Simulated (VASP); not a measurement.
Set up this calculation in VASP 6.6.1, as the native input.

- Task: single point
- Functional: PBE
- Potentials or basis: VASP PAW PBE potentials, release 64 (Sc_sv, B)
- Cutoff: 520 eV
- k mesh: 6 × 6 × 4
- Occupations: gaussian, width 0.1 eV
- Spin: no spin polarisation
- Dipole correction: no
- Further INCAR settings: ALGO = Normal; EDIFF = 1e-06; NBANDS = 24

The structure of Sc2B3 lies in POSCAR:

```
Sc2B3
1.0
    3.4211974421      0.0000000000      0.0000000000
   -1.7105987210      2.9628438962      0.0000000000
    0.0000000000      0.0000000000      6.8658211896
Sc B
2 3
Direct
    0.3333333333      0.6666666667      0.1795519822
    0.0000000000      0.0000000000      0.5625562807
    0.8338205272      0.1661794728      0.9142684424
    0.8338205272      0.6676410544      0.9142684424
    0.3323589456      0.1661794728      0.9142684424
```

The input as run:

INCAR

```
  ALGO = Normal
  EDIFF = 1E-6
  ENCUT = 520
  GGA = PE
  ISIF = 2
  ISMEAR = 0
  LASPH = T
  LCHARG = F
  LREAL = F
  LWAVE = F
  NBANDS = 24
  NELM = 80
  PREC = Accurate
  SIGMA = 0.1
```

KPOINTS

```
k-points
0
Gamma
  6 6 4
```

Potentials or basis: VASP PAW PBE potentials, release 64 (Sc_sv, B).

Launch:

```bash
$ cat potpaw_PBE.64/Sc_sv/POTCAR potpaw_PBE.64/B/POTCAR > POTCAR
$ mpirun -np 1 vasp_std > vasp.out
```

Results of the run:

```
Pressure      : 0.1 GPa
Largest force : 0.041 eV/Å
```

It took 73 s on 1 thread of Oxide Virtual Turin-like Processor (shared host), peak memory 0.17 GiB.
